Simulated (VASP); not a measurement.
# LiBr (Fm-3m) in VASP: settings compared

The runs below take LiBr through electric field gradients, density of states, with PBE, LDA.

All numbers are computed with VASP 6.6.1; they aren't measurements. Logs are shortened: lines on timing, memory, paths and dates and some standing lists are left out, and cuts for length are marked.

**1. The cell of the first run**

Symmetry: Fm-3m, No. 225, cubic system. The conventional cell has a = 5.445 Å, b = 5.445 Å, c = 5.445 Å, α = 90.00°, β = 90.00°, γ = 90.00°. Li (site symmetry m-3m) has 6 Br at 2.72 Å within 3.6 Å. Within 3.6 Å of Br (site symmetry m-3m) lie 6 Li at 2.72 Å.

**2. Electric field gradients, PBE**

INCAR reads:

```
PREC = Accurate ; ENCUT = 650
EDIFF = 1E-8 ; ISMEAR = -5
SIGMA = 0.1 ; LREAL = F
LASPH = T ; NELM = 120
ALGO = Normal ; ISIF = 2
LWAVE = F ; LCHARG = F
GGA = PE ; LEFG = T
NBANDS = 12 ; GGA_COMPAT = F
```

KPOINTS reads:

```
Automatic mesh
0
Gamma
  4 4 4
```

POSCAR reads:

```
LiBr
1.0
    0.0000000000      2.7226905798      2.7226905798
    2.7226905798      0.0000000000      2.7226905798
    2.7226905798      2.7226905798      0.0000000000
Li Br
1 1
Direct
    0.0000000000      0.0000000000      0.0000000000
    0.5000000000      0.5000000000      0.5000000000
```

Potentials or basis: VASP PAW PBE potentials, release 64 (Li_sv, Br).

Launch:

```bash
$ cat potpaw_PBE.64/Li_sv/POTCAR potpaw_PBE.64/Br/POTCAR > POTCAR
$ mpirun -np 1 vasp_std > vasp.out
```

OUTCAR:

```text
PREC = Accurate
   ENCUT = 650
   EDIFF = 1E-8
   ISMEAR = -5
   LREAL = F
   LASPH = T
   NELM = 120
   ISIF = 2
   GGA = PE

 ion  position               nearest neighbor table
   1  0.000  0.000  0.000-
   2  0.500  0.500  0.500-

  LATTYP: Found a face centered cubic cell.
 ALAT       =     5.4453811596

  Lattice vectors:

 A1 = (   0.0000000000,   2.7226905798,   2.7226905798)
 A2 = (   2.7226905798,   0.0000000000,   2.7226905798)
 A3 = (   2.7226905798,   2.7226905798,   0.0000000000)

Analysis of symmetry for initial positions (statically):
=====================================================================
 Subroutine PRICEL returns:
 Original cell was already a primitive cell.

 Routine SETGRP: Setting up the symmetry group for a
 face centered cubic supercell.

 Subroutine GETGRP returns: Found 48 space group operations
 (whereof 48 operations were pure point group operations)
 out of a pool of 48 trial point group operations.

The static configuration has the point symmetry O_h .

Analysis of symmetry for dynamics (positions and initial velocities):
=====================================================================
 Subroutine PRICEL returns:
 Original cell was already a primitive cell.

 Routine SETGRP: Setting up the symmetry group for a
 face centered cubic supercell.

 Subroutine GETGRP returns: Found 48 space group operations
 (whereof 48 operations were pure point group operations)
 out of a pool of 48 trial point group operations.

The dynamic configuration has the point symmetry O_h .

 Subroutine INISYM returns: Found 48 space group operations
 (whereof 48 operations are pure point group operations),
 and found     1 'primitive' translations

----------------------------------------------------------------------------------------

                                     Primitive cell

  volume of cell :      40.3669

  direct lattice vectors                    reciprocal lattice vectors
     0.000000000  2.722690580  2.722690580    -0.183641874  0.183641874  0.183641874
     2.722690580  0.000000000  2.722690580     0.183641874 -0.183641874  0.183641874
[... 117 lines left out ...]

 E-fermi :   0.6523     XC(G=0):  -8.5496

 val. band max:        0.5385913476   @ k =   0.0000   0.0000   0.0000
 cond. band min:       5.6181931041   @ k =   0.0000   0.0000   0.0000
 fundamental gap:      5.0796017565
 Fermi energy:         0.6523362372

 k-point     1 :       0.0000    0.0000    0.0000
  band No.  band energies     occupation
      1     -43.8348      2.00000
      2     -12.9975      2.00000
      3       0.5386      2.00000
      4       0.5386      2.00000
      5       0.5386      2.00000
      6       5.6182      0.00000
      7      11.0571      0.00000
      8      11.0571      0.00000
      9      11.0571      0.00000
     10      12.9067      0.00000
     11      12.9067      0.00000
     12      12.9067      0.00000
[... 91 lines left out ...]
 k-point     8 :      -0.2500    0.5000    0.2500
  band No.  band energies     occupation
      1     -43.8334      2.00000
      2     -12.2845      2.00000
      3      -1.7139      2.00000
      4      -1.7139      2.00000
      5      -0.6577      2.00000
      6       8.6571      0.00000
      7       9.1607      0.00000
      8      10.0728      0.00000
      9      10.0728      0.00000
     10      14.7107      0.00000
     11      14.7107      0.00000
     12      18.1638      0.00000

------------------------ aborting loop because EDIFF is reached ----------------------------------------

  FORCE on cell =-STRESS in cart. coord.  units (eV):
  Direction    XX          YY          ZZ          XY          YZ          ZX
  --------------------------------------------------------------------------------------
  -------------------------------------------------------------------------------------
  Total        0.2710584      0.2710584      0.2710584      0.0000000     -0.0000000      0.0000000
  in kB       10.7584228     10.7584228     10.7584228      0.0000000     -0.0000000      0.0000000
  external PRESSURE =      10.7584228 kB  Pullay stress =       0.0000000 kB

 VOLUME and BASIS-vectors are now :
 -----------------------------------------------------------------------------
  energy-cutoff  :      650.00
  volume of cell :       40.37
      direct lattice vectors                 reciprocal lattice vectors
     0.000000000  2.722690580  2.722690580    -0.183641874  0.183641874  0.183641874
     2.722690580  0.000000000  2.722690580     0.183641874 -0.183641874  0.183641874
     2.722690580  2.722690580  0.000000000     0.183641874  0.183641874 -0.183641874

 POSITION                                       TOTAL-FORCE (eV/Angst)
 -----------------------------------------------------------------------------------
      0.00000      0.00000      0.00000        -0.000000     -0.000000      0.000000
      2.72269      2.72269      2.72269         0.000000      0.000000     -0.000000
 -----------------------------------------------------------------------------------
    total drift:                                0.000000     -0.000000      0.000000

  FREE ENERGIE OF THE ION-ELECTRON SYSTEM (eV)
  ---------------------------------------------------
  free  energy   TOTEN  =        -6.6267982560 eV

  energy  without entropy=       -6.6267982560  energy(sigma->0) =       -6.62679826

 Electric field gradients (V/A^2)
---------------------------------------------------------------------
 ion       V_xx      V_yy      V_zz      V_xy      V_xz      V_yz
---------------------------------------------------------------------
   1       0.000     0.000     0.000    -0.003    -0.003    -0.003
   2      -0.000    -0.000    -0.000    -0.000    -0.000    -0.000
---------------------------------------------------------------------

 Electric field gradients after diagonalization (V/A^2)
 (convention: |V_zz| > |V_xx| > |V_yy|)
----------------------------------------------------------------------
 ion       V_xx      V_yy      V_zz     asymmetry (V_yy - V_xx)/ V_zz
----------------------------------------------------------------------
   1       0.003     0.003    -0.006       0.000
   2       0.000     0.000    -0.001       0.000
----------------------------------------------------------------------

           NMR quadrupolar parameters

 Cq : quadrupolar parameter    Cq=e*Q*V_zz/h
 eta: asymmetry parameters     (V_yy - V_xx)/ V_zz
 Q  : nuclear electric quadrupole moment in mb (millibarn)
----------------------------------------------------------------------
 ion       Cq(MHz)       eta       Q (mb)
----------------------------------------------------------------------
   1      -0.000       0.000       1.000
   2      -0.000       0.000       1.000
----------------------------------------------------------------------
```

stdout:

```text
POSCAR found type information on POSCAR LiBr
 POSCAR found :  2 types and       2 ions
 scaLAPACK will be used
 LDA part: xc-table for (Slater+PW92), standard interpolation
 POSCAR, INCAR and KPOINTS ok, starting setup
 FFT: planning ... GRIDC
 FFT: planning ... GRID_SOFT
 FFT: planning ... GRID
 WAVECAR not read
 entering main loop
ion   1

ion   2
```

It took 5.5 s on 1 thread of Intel Xeon 6975P-C (Granite Rapids), shared host; peak memory 0.17 GiB.

What came out:

* Free energy: -6.6268 eV
* Pressure: 1.1 GPa
* Band gap on the k mesh: 5.08 eV, direct

Caveat: the k points lie up to 0.50 Å⁻¹ apart; without QUAD_EFG the Cq values of the log hold for a quadrupole moment of 1 mb, not for the nuclei.

**3. Density of states, LDA**

This run uses another cell than the first one, of 21.60 Å³/atom, 1.070 times its volume.

POSCAR reads:

```
LiBr
1.0
    0.0000000000      2.7847927608      2.7847927608
    2.7847927608      0.0000000000      2.7847927608
    2.7847927608      2.7847927608      0.0000000000
Li Br
1 1
Direct
    0.0000000000      0.0000000000      0.0000000000
    0.5000000000      0.5000000000      0.5000000000
```

INCAR.step1 reads:

```
SYSTEM = LiBr
ALGO = Normal ; EDIFF = 1E-6
ENCUT = 650 ; GGA_COMPAT = .False.
ISIF = 2 ; ISMEAR = 0
LASPH = .True. ; LCHARG = .True.
LORBIT = 11 ; LREAL = .False.
LWAVE = .False. ; NBANDS = 12
NEDOS = 2001 ; NELM = 120
PREC = Accurate ; SIGMA = 0.1
```

KPOINTS.step1 reads:

```
k-points
0
Gamma
  4 4 4
  0 0 0
```

INCAR.step2 reads:

```
SYSTEM = LiBr
ALGO = Normal ; EDIFF = 1E-6
ENCUT = 650 ; GGA_COMPAT = .False.
ICHARG = 11 ; ISIF = 2
ISMEAR = -5 ; LASPH = .True.
LCHARG = .False. ; LORBIT = 11
LREAL = .False. ; LWAVE = .False.
NEDOS = 1001 ; NELM = 120
PREC = Accurate ; SIGMA = 0.1
```

KPOINTS.step2 reads:

```
k-points
0
Gamma
  6 6 6
  0 0 0
```

Potentials or basis: VASP PAW LDA potentials, release 64 (Li_sv, Br).

Launch:

```bash
$ cat potpaw_LDA.64/Li_sv/POTCAR potpaw_LDA.64/Br/POTCAR > POTCAR
$ cp INCAR.step1 INCAR
$ cp KPOINTS.step1 KPOINTS
$ mpirun -np 1 vasp_std > vasp.out
$ cp INCAR.step2 INCAR
$ cp KPOINTS.step2 KPOINTS
$ mpirun -np 1 vasp_std > vasp.out
```

Wall time 8.8 s (1 thread of Intel Xeon 6975P-C (Granite Rapids), shared host); peak memory 0.16 GiB.

It converged, with:

| Item | Value |
| --- | --- |
| Valence electrons inside the program's atomic spheres | Li 2.04; Br 4.88 |

Levels at points of the mesh, in eV from the valence-band top:
```
           k point  band 3  band 4  band 5  band 6  band 7  band 8
(0.00, 0.00, 0.00)    0.00    0.00    0.00    4.50   10.31   10.31
(0.50, 0.00, 0.00)   -2.79   -0.25   -0.25    5.32    7.87    7.87
(0.50, 0.50, 0.00)   -2.79   -1.09   -1.09    6.01    6.95   11.05
```

Caveat: the k points lie up to 0.49 Å⁻¹ apart.
